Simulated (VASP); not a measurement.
Crystal: TePb.

```
CELL_PARAMETERS angstrom
0.00000 3.24815 3.24815
3.24815 0.00000 3.24815
3.24815 3.24815 0.00000
ATOMIC_POSITIONS crystal
Pb 0.00000 0.00000 0.00000
Te 0.50000 0.50000 0.50000
```

Base run:

```yaml
Program: VASP 6.6.1
Functional: revPBE
Dispersion: D3(BJ)
Potentials_or_basis: VASP PAW PBE potentials, release 64 (Pb_d, Te)
Cutoff: 520 eV
k_mesh: 5 × 5 × 5
Occupations: fermi-dirac, width 0.1 eV
Spin: no spin polarisation
```

Its results: pressure -1.1 GPa.

Question: The run is repeated on the same cell with these changes: functional from revPBE to r2SCAN; dispersion from D3(BJ) to none. What comes out?

Answer: Pressure 0.8 GPa.

Several settings changed at once, so the effect can't be laid on one alone.

Caveats: the PAW data sets were made with another functional, which shifts forces and pressure a little.
